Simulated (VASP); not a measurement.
## ZnO: relaxation of shape and atoms at fixed volume with RPBE+D4

Crystal: ZnO.

```
Zn O
1.0
     3.23530    0.00000    0.00000
    -1.61765    2.80185    0.00000
     0.00000    0.00000    5.21687
Zn O
2 2
Direct
  0.33333 0.66667 0.00145
  0.66667 0.33333 0.50145
  0.33333 0.66667 0.38065
  0.66667 0.33333 0.88065
```

This cell differs from its parent crystal: volume scaled by 0.98.

```
Program                : VASP 6.6.1
Task                   : relaxation of shape and atoms at fixed volume
Functional             : RPBE
Dispersion             : D4
Potentials or basis    : VASP PAW PBE potentials, release 64 (Zn, O)
Cutoff                 : 600 eV
k mesh                 : 8 × 8 × 6
Occupations            : gaussian, width 0.05 eV
Spin                   : no spin polarisation
Dipole correction      : no
Further INCAR settings : ALGO = Normal; EDIFF = 1e-06; IBRION = 2; EDIFFG = -0.01; NSW = 60; ISIF = 4
```

The pressure after relaxing is 3.8 GPa, the largest force after relaxing is 0.003 eV/Å and the band gap on the k mesh is 0.88 eV, direct. The dispersion energy per atom is -0.513 eV.

Forces in eV/Å, atoms in the order of the input:
```
Zn   0.000  0.000 -0.003
Zn   0.000  0.000 -0.003
O    0.000  0.000  0.003
O    0.000  0.000  0.003
```

Final structure:
```xyz
4
Lattice="3.2353 0.0000 0.0000 -1.6177 2.8019 0.0000 0.0000 0.0000 5.2169" Properties=species:S:1:pos:R:3 pbc="T T T"
Zn    0.0000    1.8679    0.0076
Zn    1.6177    0.9340    2.6160
O     0.0000    1.8679    1.9858
O     1.6177    0.9340    4.5942
```

Levels at points of the mesh, in eV from the valence-band top:
```tsv
k point	band 16	band 17	band 18	band 19	band 20	band 21
(0.00, 0.00, 0.00)	-0.09	0.00	0.00	0.88	5.35	8.33
(0.50, 0.00, 0.00)	-2.28	-1.29	-0.84	5.89	7.00	7.70
(0.00, 0.00, 0.50)	-0.39	-0.39	-0.39	3.55	3.55	10.20
(0.50, 0.00, 0.50)	-1.52	-1.38	-1.38	5.82	5.82	8.56
```

It took 46 s on 1 thread of Intel(R) Xeon(R) Platinum 8488C (Sapphire Rapids), on a shared host, peak memory 0.2 GiB.

Caveat: the relaxation stopped at its first step, so nothing moved; the PAW data sets were made with another functional, which shifts forces and pressure a little.
